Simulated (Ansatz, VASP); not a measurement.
Two plane-wave programs on Ta2SiO3

```xyz
6
Lattice="4.1735 0.0000 0.0000 0.0000 4.1735 0.0000 0.0000 0.0000 4.2570" Properties=species:S:1:pos:R:3 pbc="T T T"
Ta    0.0000    2.0868    2.8359
Ta    2.0868    0.0000    2.8359
Si    2.0868    2.0868    4.5945
O     2.0868    2.0868    2.0064
O     0.0000    2.0868    0.7393
O     2.0868    0.0000    0.7393
```

Alike in both runs: functional PBE; k mesh 3 × 3 × 3; occupations gaussian, width 0.15 eV; no spin polarisation.

Ansatz relaxed the structure, and its values are those at the end. VASP's run is a single point on that final structure, the one shown.

|  | VASP | Ansatz |
| --- | --- | --- |
| version | VASP 6.6.1 | Ansatz 0.2.0 |
| potentials or method | VASP PAW PBE potentials, release 64 (Ta_pv, Si, O), cutoff 600 eV | scalar-relativistic, plane waves, PAW |
| valence electrons in the cell | 44 | 48 |

```csv
,VASP,Ansatz,Ansatz less VASP
gap on the k mesh at the Fermi level (eV),none,none,-
pressure (GPa),0.2,0.1,-0.15
rms of the force components (eV/Å),0.019,0.005,-0.0141
```

A gap of «none» marks a metal or a gap that the smearing closes. The functional is the same, so the differences come from potentials, cutoffs and numerics. VASP's potentials hold 44 valence electrons a cell and Ansatz's 48, so a difference there can come from the potentials and not from the codes.

The k mesh is coarse, so the values compare programs but aren't converged. Spin-orbit coupling is off throughout.
